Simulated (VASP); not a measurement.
# ZrS2 (P-3m1) in VASP: notebook

The runs below take ZrS2 through single point, with HSE06, r2SCAN.

Program: VASP 6.6.1. These are calculated values, not measurements. Logs are shortened: lines on timing, memory, paths and dates and some standing lists are left out, and cuts for length are marked.

## (1) The cell of the first run

Symmetry: P-3m1, No. 164, trigonal system. The conventional cell has a = 3.748 Å, b = 3.748 Å, c = 5.798 Å, α = 90.00°, β = 90.00°, γ = 120.00°. Zr (site symmetry -3m) has 6 S at 2.58 Å within 3.4 Å. Within 3.4 Å of S (site symmetry 3m) lie 3 Zr at 2.58 Å.

## (2) Single point, HSE06 (epitaxial xy strain +2.0%)

File POSCAR:

```
ZrS2
1.0
    3.7478870667      0.0000000000      0.0000000000
   -1.8739435333      3.2457654103      0.0000000000
    0.0000000000      0.0000000000      5.7982877114
Zr S
1 2
Direct
    0.0000000000      0.0000000000      0.0000000000
    0.3333333333      0.6666666667      0.2427972949
    0.6666666667      0.3333333333      0.7572027051
```

File INCAR.step1:

```
PREC = Accurate ; ENCUT = 400
EDIFF = 1E-5 ; ISMEAR = 0
SIGMA = 0.01 ; LREAL = F
LASPH = T ; NELM = 120
ALGO = Normal ; ISIF = 2
LWAVE = T ; NBANDS = 19
GGA = PE ; GGA_COMPAT = F
```

File INCAR.step2:

```
PREC = Accurate ; ENCUT = 400
EDIFF = 1E-6 ; ISMEAR = 0
SIGMA = 0.01 ; LREAL = F
LASPH = T ; NELM = 120
ALGO = Normal ; ISIF = 2
LWAVE = F ; LCHARG = T
GGA = PE ; LHFCALC = T
HFSCREEN = 0.2079 ; PRECFOCK = Normal
LELF = T ; LVHAR = T
NBANDS = 19 ; ISTART = 1
GGA_COMPAT = F
```

File KPOINTS:

```
regular mesh
0
Gamma
  6 6 4
```

Potentials or basis: VASP PAW PBE potentials, release 64 (Zr_sv, S).

On the command line:

```
$ cat potpaw_PBE.64/Zr_sv/POTCAR potpaw_PBE.64/S/POTCAR > POTCAR
$ cp INCAR.step1 INCAR
$ mpirun -np 1 vasp_std > vasp.out
$ cp INCAR.step2 INCAR
$ mpirun -np 1 vasp_std > vasp.out
```

OUTCAR:

```text
PREC = Accurate
   ENCUT = 400
   EDIFF = 1E-6
   ISMEAR = 0
   LREAL = F
   LASPH = T
   NELM = 120
   ISIF = 2
   GGA = PE
   LHFCALC = T
   HFSCREEN = 0.2079
   PRECFOCK = Normal
   ISTART = 1

 ion  position               nearest neighbor table
   1  0.000  0.000  0.000-   2 2.58   3 2.58   2 2.58   3 2.58   3 2.58   2 2.58
   2  0.333  0.667  0.243-   1 2.58   1 2.58   1 2.58
   3  0.667  0.333  0.757-   1 2.58   1 2.58   1 2.58

  LATTYP: Found a hexagonal cell.
 ALAT       =     3.7478870667
 C/A-ratio  =     1.5470817579

  Lattice vectors:

 A1 = (   3.7478870667,   0.0000000000,   0.0000000000)
 A2 = (  -1.8739435333,   3.2457654103,   0.0000000000)
 A3 = (   0.0000000000,   0.0000000000,   5.7982877114)

Analysis of symmetry for initial positions (statically):
=====================================================================
 Subroutine PRICEL returns:
 Original cell was already a primitive cell.

 Routine SETGRP: Setting up the symmetry group for a
 hexagonal supercell.

 Subroutine GETGRP returns: Found 12 space group operations
 (whereof 12 operations were pure point group operations)
 out of a pool of 24 trial point group operations.

The static configuration has the point symmetry D_3d.

Analysis of symmetry for dynamics (positions and initial velocities):
=====================================================================
 Subroutine PRICEL returns:
 Original cell was already a primitive cell.

 Routine SETGRP: Setting up the symmetry group for a
 hexagonal supercell.

 Subroutine GETGRP returns: Found 12 space group operations
 (whereof 12 operations were pure point group operations)
 out of a pool of 24 trial point group operations.

The dynamic configuration has the point symmetry D_3d.

 Subroutine INISYM returns: Found 12 space group operations
 (whereof 12 operations are pure point group operations),
 and found     1 'primitive' translations

----------------------------------------------------------------------------------------

                                     Primitive cell

  volume of cell :      70.5348

  direct lattice vectors                    reciprocal lattice vectors
     3.747887067  0.000000000  0.000000000     0.266817004  0.154046869  0.000000000
    -1.873943533  3.245765410  0.000000000     0.000000000  0.308093739  0.000000000
     0.000000000  0.000000000  5.798287711     0.000000000  0.000000000  0.172464709

  length of vectors
     3.747887067  3.747887067  5.798287711     0.308093739  0.308093739  0.172464709

  position of ions in fractional coordinates (direct lattice)
     0.000000000  0.000000000  0.000000000
     0.333333333  0.666666667  0.242797295
     0.666666667  0.333333333  0.757202705

  ion indices of the primitive-cell ions
   primitive index   ion index
                 1           1
                 2           2
                 3           3

----------------------------------------------------------------------------------------

 KPOINTS: regular mesh

Automatic generation of k-mesh.
 Grid dimensions read from file:
 generate k-points for:    6    6    4

 Generating k-lattice:

  Cartesian coordinates                     Fractional coordinates (reciprocal lattice)
     0.044469501  0.025674478  0.000000000     0.166666667 -0.000000000  0.000000000
     0.000000000  0.051348956  0.000000000     0.000000000  0.166666667  0.000000000
     0.000000000  0.000000000  0.043116177     0.000000000  0.000000000  0.250000000

  Length of vectors
     0.051348956  0.051348956  0.043116177

  Shift w.r.t. Gamma in fractional coordinates (k-lattice)
     0.000000000  0.000000000  0.000000000

 Subroutine IBZKPT returns following result:
 ===========================================

 Found     24 irreducible k-points:

 Following reciprocal coordinates:
            Coordinates               Weight
  0.000000  0.000000  0.000000      1.000000
  0.166667  0.000000  0.000000      6.000000
  0.333333  0.000000  0.000000      6.000000
  0.500000  0.000000  0.000000      3.000000
  0.166667  0.166667  0.000000      6.000000
  0.333333  0.166667  0.000000     12.000000
[... 16 lines left out ...]
  0.333333  0.166667  0.500000     12.000000
  0.333333  0.333333  0.500000      2.000000
   k-points           NKPTS =     24   k-points in BZ     NKDIM =    144   number of bands    NBANDS=     19
   number of dos      NEDOS =    301   number of ions     NIONS =      3
   total plane-waves  NPLWV =  23040
   dimension x,y,z NGX =    24 NGY =   24 NGZ =   40
   dimension x,y,z NGXF=    48 NGYF=   48 NGZF=   80
   ions per type =               1   2
   NGX,Y,Z   is equivalent  to a cutoff of  10.65, 10.65, 11.47 a.u.
   NGXF,Y,Z  is equivalent  to a cutoff of  21.29, 21.29, 22.94 a.u.
 SYSTEM =  unknown system
   PREC   = accura    normal or accurate (medium, high low for compatibility)
   ISTART =      1    job   : 0-new  1-cont  2-samecut
   ICHARG =      0    charge: 1-file 2-atom 10-const
   ISPIN  =      1    spin polarized calculation?
   LNONCOLLINEAR =      F non collinear calculations
   LSORBIT =      F    spin-orbit coupling
   LASPH  =      T    aspherical Exc in radial PAW
   ENCUT  =  400.0 eV  29.40 Ry    5.42 a.u.   6.11  6.11  9.46*2*pi/ulx,y,z
   NELM   =    120;   NELMIN=  2; NELMDL=  0     # of ELM steps
   EDIFF  = 0.1E-05   stopping-criterion for ELM
   LREAL  =      F    real-space projection
   EDIFFG = 0.1E-04   stopping-criterion for IOM
   NSW    =      0    number of steps for IOM
   IBRION =     -1    ionic relax: 0-MD 1-quasi-New 2-CG
   NFREE  =      0    steps in history (QN), initial steepest desc. (CG)
   ISIF   =      2    stress and relaxation
   ISYM   =      3    0-nonsym 1-usesym 2-fastsym
   POTIM  = 0.5000    time-step for ionic-motion
   TEBEG  =    0.0;   TEEND  =   0.0 temperature during run
   PSTRESS=    0.0 pullay stress
   NELECT =      24.0000    total number of electrons
   NUPDOWN=      -1.0000    fix difference up-down
   EMIN   =  10.00;   EMAX   =-10.00  energy-range for DOS
   EFERMI =   0.00;   METHOD = LEGACY
   ISMEAR =     0;   SIGMA  =   0.01  broadening in eV -4-tet -1-fermi 0-gaus
   EFERMI_NEDOS =   21; number of points for ismear=-14 and -15
   IALGO  =     38    algorithm
   IMIX   =      1    mixing-type and parameters
     AMIX     =   0.40;   BMIX     =  1.00
     AMIX_MAG =   1.60;   BMIX_MAG =  1.00
  volume/ion in A,a.u.               =      23.51       158.66
  Fermi-wavevector in a.u.,A,eV,Ry     =   1.142907  2.159781 17.772416  1.306236
  Thomas-Fermi vector in A             =   2.279603
   LORBIT       =      0    0 simple, 1 ext, 2 COOP (PROOUT), +10 PAW based schemes
   GGA     = PE    functional components
   LHFCALC =     T    Hartree Fock is set to
   PRECFOCK=normal    Normal, Fast or Accurate (Low or Medium for compatibility)
   ENCUT4O =  -1.0   cutoff for four orbital integrals eV
   NKREDX  =     1    reduce k-point grid by
   NKREDY  =     1    reduce k-point grid by
   NKREDZ  =     1    reduce k-point grid by
   AEXX    =    0.2500 exact exchange contribution
   HFSCREEN=    0.2079 screening length (either q_TF or 0.3 A-1)
   HFSCREENC=   0.2079 screening length for correlation (either q_TF or 0.3 A-1)
   ENCUTFOCK=  -1.0 apply spherical cutoff to Coloumb kernel
   IVDW    =     0    specifies the selected vdW correction
   LEPSILON=     F    determine dielectric tensor
   LRPA    =     F    only Hartree local field effects (RPA)
 non-spin polarized calculation
 Gauss-broadening in eV      SIGMA  =   0.01
  energy-cutoff  :      400.00
  volume of cell :       70.53
 maximum number of plane-waves:      1296
  NGX = 20; NGY = 20; NGZ = 30

 number of electron      23.9999995 magnetization

 Free energy of the ion-electron system (eV)
  ---------------------------------------------------
  ext. energy  EPLUGINS =         0.00000000
  ---------------------------------------------------
  free energy    TOTEN  =       -25.39322662 eV

  energy without entropy =      -25.39322662  energy(sigma->0) =      -25.39322662

 E-fermi :   4.0966     XC(G=0):  -7.8332

 val. band max:        3.9449054026   @ k =   0.0000   0.0000   0.0000
 cond. band min:       5.7142157436   @ k =   0.5000   0.0000   0.5000
 fundamental gap:      1.7693103410
 Fermi energy:         4.0965507063

 k-point     1 :       0.0000    0.0000    0.0000
  band No.  band energies     occupation
      1     -48.7511      2.00000
      2     -25.4040      2.00000
      3     -25.2394      2.00000
      4     -25.2394      2.00000
      5     -10.1653      2.00000
      6      -8.4947      2.00000
[... 11 lines left out ...]
     18      10.3626      0.00000
     19      10.5061      0.00000

 k-point     2 :       0.1667    0.0000    0.0000
  band No.  band energies     occupation
      1     -48.7469      2.00000
      2     -25.3910      2.00000
      3     -25.3048      2.00000
      4     -25.2536      2.00000
      5      -9.8794      2.00000
      6      -8.5864      2.00000
[... 11 lines left out ...]
     18      11.5065      0.00000
     19      12.1202      0.00000

 k-point     3 :       0.3333    0.0000    0.0000
  band No.  band energies     occupation
      1     -48.7386      2.00000
      2     -25.4338      2.00000
      3     -25.3639      2.00000
      4     -25.2818      2.00000
      5      -9.2773      2.00000
      6      -8.7309      2.00000
[... 11 lines left out ...]
     18      12.1973      0.00000
     19      13.1751      0.00000

 k-point     4 :       0.5000    0.0000    0.0000
  band No.  band energies     occupation
      1     -48.7344      2.00000
      2     -25.4964      2.00000
      3     -25.3508      2.00000
      4     -25.2958      2.00000
      5      -9.0670      2.00000
      6      -8.6614      2.00000
[... 11 lines left out ...]
     18      11.5033      0.00000
     19      12.9584      0.00000

 k-point     5 :       0.1667    0.1667    0.0000
  band No.  band energies     occupation
      1     -48.7407      2.00000
      2     -25.3889      2.00000
      3     -25.3715      2.00000
      4     -25.2873      2.00000
      5      -9.4186      2.00000
      6      -8.7148      2.00000
[... 11 lines left out ...]
     18      13.0600      0.00000
     19      13.5274      0.00000

 k-point     6 :       0.3333    0.1667    0.0000
  band No.  band energies     occupation
      1     -48.7344      2.00000
      2     -25.4629      2.00000
      3     -25.3517      2.00000
      4     -25.3298      2.00000
      5      -8.9775      2.00000
      6      -8.7542      2.00000
[... 11 lines left out ...]
     18      12.7248      0.00000
     19      13.2578      0.00000

 k-point     7 :       0.3333    0.3333    0.0000
  band No.  band energies     occupation
      1     -48.7323      2.00000
      2     -25.4162      2.00000
      3     -25.4162      2.00000
      4     -25.3451      2.00000
      5      -8.7902      2.00000
      6      -8.7902      2.00000
[... 11 lines left out ...]
     18      12.7681      0.00000
     19      14.5711      0.00000

 k-point     8 :       0.0000    0.0000    0.2500
  band No.  band energies     occupation
      1     -48.7511      2.00000
      2     -25.4043      2.00000
      3     -25.2394      2.00000
      4     -25.2394      2.00000
      5     -10.0451      2.00000
      6      -8.6906      2.00000
[... 256 lines left out ...]
 k-point    20 :       0.3333    0.0000    0.5000
  band No.  band energies     occupation
      1     -48.7386      2.00000
      2     -25.4336      2.00000
      3     -25.3641      2.00000
      4     -25.2819      2.00000
      5      -9.1788      2.00000
      6      -8.8311      2.00000
[... 11 lines left out ...]
     18      11.4306      0.00000
     19      12.6070      0.00000

 k-point    21 :       0.5000    0.0000    0.5000
  band No.  band energies     occupation
      1     -48.7344      2.00000
      2     -25.4962      2.00000
      3     -25.3509      2.00000
      4     -25.2959      2.00000
      5      -9.1639      2.00000
      6      -8.5353      2.00000
[... 11 lines left out ...]
     18      11.0303      0.00000
     19      12.1554      0.00000

 k-point    22 :       0.1667    0.1667    0.5000
  band No.  band energies     occupation
      1     -48.7407      2.00000
      2     -25.3888      2.00000
      3     -25.3718      2.00000
      4     -25.2874      2.00000
      5      -9.1878      2.00000
      6      -8.9706      2.00000
[... 11 lines left out ...]
     18      13.1549      0.00000
     19      13.3613      0.00000

 k-point    23 :       0.3333    0.1667    0.5000
  band No.  band energies     occupation
      1     -48.7344      2.00000
      2     -25.4627      2.00000
      3     -25.3519      2.00000
      4     -25.3298      2.00000
      5      -9.0283      2.00000
      6      -8.6928      2.00000
[... 11 lines left out ...]
     18      11.8795      0.00000
     19      12.8088      0.00000

 k-point    24 :       0.3333    0.3333    0.5000
  band No.  band energies     occupation
      1     -48.7323      2.00000
      2     -25.4160      2.00000
      3     -25.4160      2.00000
      4     -25.3453      2.00000
      5      -8.7925      2.00000
      6      -8.7925      2.00000
[... 11 lines left out ...]
     18      12.9044      0.00000
     19      13.4400      0.00000

------------------------ aborting loop because EDIFF is reached ----------------------------------------

  FORCE on cell =-STRESS in cart. coord.  units (eV):
  Direction    XX          YY          ZZ          XY          YZ          ZX
  --------------------------------------------------------------------------------------
  -------------------------------------------------------------------------------------
  Total       -1.4724701     -1.4724701      0.2159039     -0.0000000      0.0000000      0.0000000
  in kB      -33.4467312    -33.4467312      4.9041952     -0.0000000      0.0000000      0.0000000
  external PRESSURE =     -20.6630891 kB  Pullay stress =       0.0000000 kB

 VOLUME and BASIS-vectors are now :
 -----------------------------------------------------------------------------
  energy-cutoff  :      400.00
  volume of cell :       70.53
      direct lattice vectors                 reciprocal lattice vectors
     3.747887067  0.000000000  0.000000000     0.266817004  0.154046869  0.000000000
    -1.873943533  3.245765410  0.000000000     0.000000000  0.308093739  0.000000000
     0.000000000  0.000000000  5.798287711     0.000000000  0.000000000  0.172464709

 POSITION                                       TOTAL-FORCE (eV/Angst)
 -----------------------------------------------------------------------------------
      0.00000      0.00000      0.00000         0.000000      0.000000      0.000000
     -0.00000      2.16384      1.40781        -0.000000     -0.000000     -0.182216
      1.87394      1.08192      4.39048         0.000000      0.000000      0.182216
 -----------------------------------------------------------------------------------
    total drift:                                0.000000     -0.000000     -0.000000

  FREE ENERGIE OF THE ION-ELECTRON SYSTEM (eV)
  ---------------------------------------------------
  free  energy   TOTEN  =       -25.3932266219 eV

  energy  without entropy=      -25.3932266219  energy(sigma->0) =      -25.39322662
```

Wall time 78 min (1 thread of Intel Xeon Platinum 8259CL at 2.50GHz (Skylake/Cascade Lake), shared host); peak memory 0.28 GiB.

Results:

```
Free energy            : -25.3932 eV
Pressure               : -2.1 GPa
Largest force          : 0.182 eV/Å
Band gap on the k mesh : 1.77 eV (least direct gap 2.24 eV)
```

Forces on the atoms (eV/Å):
```
Zr   0.000  0.000  0.000
S    0.000  0.000 -0.182
S    0.000  0.000  0.182
```

Caveat: the cell differs from its parent crystal (epitaxial xy strain +2.0%); the PAW data sets were made with another functional, which shifts forces and pressure a little; this functional lacks dispersion, which binds layers or chains, so the pressure and a relaxed spacing across them are unreliable.

## (3) Single point, HSE06

This run uses another cell than the first one, of 22.83 Å³/atom.

File POSCAR:

```
ZrS2
1.0
    3.6743990850      0.0000000000      0.0000000000
   -1.8371995425      3.1821229513      0.0000000000
    0.0000000000      0.0000000000      5.8568562742
Zr S
1 2
Direct
    0.0000000000      0.0000000000      0.0000000000
    0.3333333333      0.6666666667      0.2462324599
    0.6666666667      0.3333333333      0.7537675401
```

File INCAR.step1:

```
SYSTEM = ZrS2
ALGO = Normal ; EDIFF = 1E-5
ENCUT = 400 ; GGA = PE
GGA_COMPAT = .False. ; ISIF = 2
ISMEAR = 0 ; LASPH = .True.
LCHARG = .False. ; LREAL = .False.
LWAVE = .True. ; NBANDS = 19
NELM = 120 ; PREC = Accurate
SIGMA = 0.01
```

File INCAR.step2:

```
SYSTEM = ZrS2
ALGO = Normal ; EDIFF = 1E-6
ENCUT = 400 ; GGA = PE
GGA_COMPAT = .False. ; HFSCREEN = 0.2079
ISIF = 2 ; ISMEAR = 0
ISTART = 1 ; LASPH = .True.
LCHARG = .False. ; LHFCALC = .True.
LREAL = .False. ; LWAVE = .False.
NBANDS = 19 ; NELM = 120
PREC = Accurate ; PRECFOCK = Normal
SIGMA = 0.01
```

File KPOINTS:

```
k-points
0
Gamma
  6 6 4
  0 0 0
```

Potentials or basis: VASP PAW PBE potentials, release 64 (Zr_sv, S).

On the command line:

```
$ cat potpaw_PBE.64/Zr_sv/POTCAR potpaw_PBE.64/S/POTCAR > POTCAR
$ cp INCAR.step1 INCAR
$ mpirun -np 1 vasp_std > vasp.out
$ cp INCAR.step2 INCAR
$ mpirun -np 1 vasp_std > vasp.out
```

It took 42 min on 1 thread of Oxide Virtual Turin-like, shared host; peak memory 0.25 GiB.

It converged, with:

- Free energy: -25.4183 eV
- Pressure: 0.0 GPa
- Largest force: 0.185 eV/Å
- Band gap on the k mesh: 1.68 eV (least direct gap 2.38 eV)

Forces in eV/Å, atoms in the order of the input:
```
Zr   0.000  0.000  0.000
S    0.000  0.000 -0.185
S    0.000  0.000  0.185
```

Stress tensor (GPa, compression positive):
```
-0.25  0.00  0.00
 0.00 -0.25  0.00
 0.00  0.00  0.46
```

Levels at points of the mesh, in eV from the valence-band top:
| k point | band 10 | band 11 | band 12 | band 13 | band 14 | band 15 |
| --- | --- | --- | --- | --- | --- | --- |
| (0.00, 0.00, 0.00) | -0.19 | -0.19 | 0.00 | 2.38 | 2.38 | 3.29 |
| (0.50, 0.00, 0.00) | -2.75 | -2.11 | -1.49 | 1.84 | 4.28 | 4.58 |
| (0.00, 0.00, 0.50) | -1.98 | -0.34 | -0.34 | 2.34 | 2.34 | 3.64 |
| (0.50, 0.00, 0.50) | -2.56 | -1.19 | -0.93 | 1.68 | 4.26 | 4.58 |

Caveat: the PAW data sets were made with another functional, which shifts forces and pressure a little; this functional lacks dispersion, which binds layers or chains, so the pressure and a relaxed spacing across them are unreliable.

[end of part 1 of 2]
